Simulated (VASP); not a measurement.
Here is a VASP 6.6.1 calculation.

INCAR

```
SYSTEM = TiO2
  PREC = Accurate
  ENCUT = 600
  EDIFF = 1E-6
  ISMEAR = 0
  SIGMA = 0.01
  LREAL = .False.
  LASPH = .True.
  NELM = 100
  ALGO = Normal
  ISIF = 3
  LWAVE = .False.
  LCHARG = .False.
  GGA = PE
  IBRION = 2
  NSW = 80
  EDIFFG = -0.05
  PSTRESS = 200.0
```

The input KPOINTS:

```
regular mesh
0
Gamma
  4 4 6
  0 0 0
```

The input POSCAR:

```
TiO2
1.0
    4.5922000000      0.0000000000      0.0000000000
    0.0000000000      4.5922000000      0.0000000000
    0.0000000000      0.0000000000      2.9574000000
Ti O
2 4
Direct
    0.0000000000      0.0000000000      0.0000000000
    0.5000000000      0.5000000000      0.5000000000
    0.3049600000      0.3049600000      0.0000000000
    0.1950400000      0.8049600000      0.5000000000
    0.6950400000      0.6950400000      0.0000000000
    0.8049600000      0.1950400000      0.5000000000
```

Potentials or basis: VASP PAW PBE potentials, release 64 (Ti_sv, O).

Run with:

```console
$ cat potpaw_PBE.64/Ti_sv/POTCAR potpaw_PBE.64/O/POTCAR > POTCAR
$ mpirun -np 1 vasp_std > vasp.out
```

Question: Predict the relaxed cell.

Answer: a = 4.496 Å, b = 4.496 Å, c = 2.919 Å, α = 90.00°, β = 90.00°, γ = 90.00°.

Question: What does it give for the relaxed volume?

Answer: 9.83 Å³/atom.

Question: Estimate the space group after relaxing (to 0.05 Å).

Answer: P4_2/mnm (No. 136).

Step by step:
```
step  energy change (eV)  largest force (eV/Å)  pressure (GPa)  volume (Å³)
   1              0.0000                0.1241            5.83        62.37
   2              1.2695                0.7506           50.73        54.43
   3              0.2375                0.3441           19.76        59.30
   4              0.2458                0.3492           20.08        59.23
   5              0.2619                0.0433           20.16        59.01
```

Caveat: the cell is relaxed towards a set pressure, so the enthalpy falls and the energy may rise; the relaxation stopped at a loose force limit of 0.05 eV/Å, so its end isn't a converged minimum.
